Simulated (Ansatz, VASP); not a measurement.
# Two plane-wave programs on In3Se

The input INCAR:

```
PREC = Accurate
ENCUT = 520
EDIFF = 1E-6
ISMEAR = 0
SIGMA = 0.15
LREAL = F
LASPH = T
NELM = 80
ALGO = Normal
ISIF = 2
LWAVE = F
LCHARG = T
GGA = PE
IVDW = 12
LELF = T
LVHAR = T
NBANDS = 30
```

The input KPOINTS:

```
regular mesh
0
Gamma
  8 8 8
```

Contents of POSCAR:

```
In3Se
1.0
    4.3482495103      0.0000000000      0.0000000000
    0.0000000000      4.3482495103      0.0000000000
    0.0000000000      0.0000000000      4.7008102814
In Se
3 1
Direct
    0.0000000000      0.5000000000      0.5000000000
    0.5000000000      0.0000000000      0.5000000000
    0.5000000000      0.5000000000      0.0000000000
    0.0000000000      0.0000000000      0.0000000000
```

Input for Ansatz:

```yaml
crystal:
  lattice:
    - [4.3482495103, 0.0, 0.0]
    - [0.0, 4.3482495103, 0.0]
    - [0.0, 0.0, 4.7008102814]
  atoms:
    - { symbol: In, position: [0.0, 0.5, 0.5] }
    - { symbol: In, position: [0.5, 0.0, 0.5] }
    - { symbol: In, position: [0.5, 0.5, 0.0] }
    - { symbol: Se, position: [0.0, 0.0, 0.0] }
basis:
  ecutwfc: 420
kpoints:
  mp_grid: { grid: [8, 8, 8] }
hamiltonian:
  xc: pbe
  pseudopotentials: { kind: paw, azcp: { folder: soft_1 } }
  dispersion: d3bj
scf:
  occupations: { method: gaussian, width: 0.15 }
output:
  forces: true
  stress: true
  eigenvalues: true
```

Change from the starting cell: engineering shear strain xy +0.0000, equal normal strain along x and y -0.0750.

Alike in both runs: task single point; functional PBE; dispersion D3(BJ); k mesh 8 × 8 × 8; occupations gaussian, width 0.15 eV; no spin polarisation.

|  | VASP | Ansatz |
| --- | --- | --- |
| version | VASP 6.6.1 | Ansatz 0.2.0 |
| potentials or method | VASP PAW PBE potentials, release 64 (In_d, Se), cutoff 520 eV | scalar-relativistic, plane waves, PAW |
| valence electrons in the cell | 45 | 55 |

```tsv
	VASP	Ansatz	Ansatz less VASP
gap on the k mesh at the Fermi level (eV)	none	none	-
pressure (GPa)	9.1	9.1	-0.02
traceless stress, the component that is largest in VASP (GPa)	-0.21	-0.21	+0.001
```

A gap of «none» marks a metal or a gap that the smearing closes. VASP's potentials hold 45 valence electrons a cell and Ansatz's 55, so a difference there can come from the potentials and not from the codes.
